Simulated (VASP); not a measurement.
Input of a VASP 6.6.1 run:

The input POSCAR:

```
TiC
1.0
    0.0000000000      2.1511833799      2.1511833799
    2.1511833799      0.0000000000      2.1511833799
    2.1511833799      2.1511833799      0.0000000000
Ti C
1 1
Direct
    0.0000000000      0.0000000000      0.0000000000
    0.5000000000      0.5000000000      0.5000000000
```

INCAR.step1

```
SYSTEM = TiC
PREC = Accurate ; ENCUT = 520
EDIFF = 1E-5 ; ISMEAR = -1
SIGMA = 0.05 ; LREAL = .FALSE.
LASPH = .TRUE. ; NELM = 60
ALGO = Normal ; ISIF = 2
LWAVE = .TRUE. ; LCHARG = .FALSE.
NBANDS = 15 ; GGA = PE
```

Contents of INCAR.step2:

```
SYSTEM = TiC
PREC = Accurate ; ENCUT = 520
EDIFF = 1E-6 ; ISMEAR = -1
SIGMA = 0.05 ; LREAL = .FALSE.
LASPH = .TRUE. ; NELM = 60
ALGO = Normal ; ISIF = 2
LWAVE = .FALSE. ; LCHARG = .FALSE.
GGA = PE ; LHFCALC = .TRUE.
AEXX = 0.25 ; PRECFOCK = Normal
NBANDS = 15 ; ISTART = 1
```

The input KPOINTS:

```
Automatic mesh
0
G
  6 6 6
  0 0 0
```

Potentials or basis: VASP PAW PBE potentials, release 64 (Ti_sv, C).

Launch:

```console
$ cat potpaw_PBE.64/Ti_sv/POTCAR potpaw_PBE.64/C/POTCAR > POTCAR
$ cp INCAR.step1 INCAR
$ mpirun -np 1 vasp_std > vasp.out
$ cp INCAR.step2 INCAR
$ mpirun -np 1 vasp_std > vasp.out
```

Problem. Estimate the band gap on the k mesh.

Solution. Zero (band 8 reaches 11.23 eV, above the bottom of band 9 at 8.76 eV).

Problem. What does it give for the pressure?

Solution. -0.2 GPa.

Caveat: the k points lie up to 0.42 Å⁻¹ apart; the PAW data sets were made with another functional, which shifts forces and pressure a little.
